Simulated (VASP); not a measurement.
Here is a VASP 6.6.1 calculation.

The input POSCAR:

```
Cd
1.0
    2.9861737526      0.0000000000      0.0000000000
   -1.4930868763      2.5861023298      0.0000000000
    0.0000000000      0.0000000000      5.9961221307
Cd
2
Direct
    0.3333333333      0.6666666667      0.2500000000
    0.6666666667      0.3333333333      0.7500000000
```

Contents of INCAR.step1:

```
PREC = Accurate
ENCUT = 520
ISMEAR = 0
SIGMA = 0.1
LREAL = F
LASPH = T
NELM = 60
NBANDS = 19
GGA = PE
ALGO = Normal
EDIFF = 1E-4
LWAVE = T
LCHARG = F
```

INCAR.step2

```
PREC = Accurate
ENCUT = 520
EDIFF = 1E-7
ISMEAR = 0
SIGMA = 0.1
LREAL = F
LASPH = T
NELM = 60
ALGO = Normal
ISIF = 2
LWAVE = F
LCHARG = F
METAGGA = R2SCAN
LMIXTAU = T
NBANDS = 19
ISTART = 1
```

KPOINTS

```
Automatic mesh
0
Gamma
  18 18 8
```

Potentials or basis: VASP PAW PBE potentials, release 64 (Cd).

Command:

```console
$ cat potpaw_PBE.64/Cd/POTCAR > POTCAR
$ cp INCAR.step1 INCAR
$ mpirun -np 1 vasp_std > vasp.out
$ cp INCAR.step2 INCAR
$ mpirun -np 1 vasp_std > vasp.out
```

(1) Estimate the band gap on the k mesh.

(2) Estimate the pressure.

Answers

(1) zero (bands 12 and 13 overlap by 4.47 eV).

(2) -1.7 GPa.

Caveat: the PAW data sets were made with another functional, which shifts forces and pressure a little.
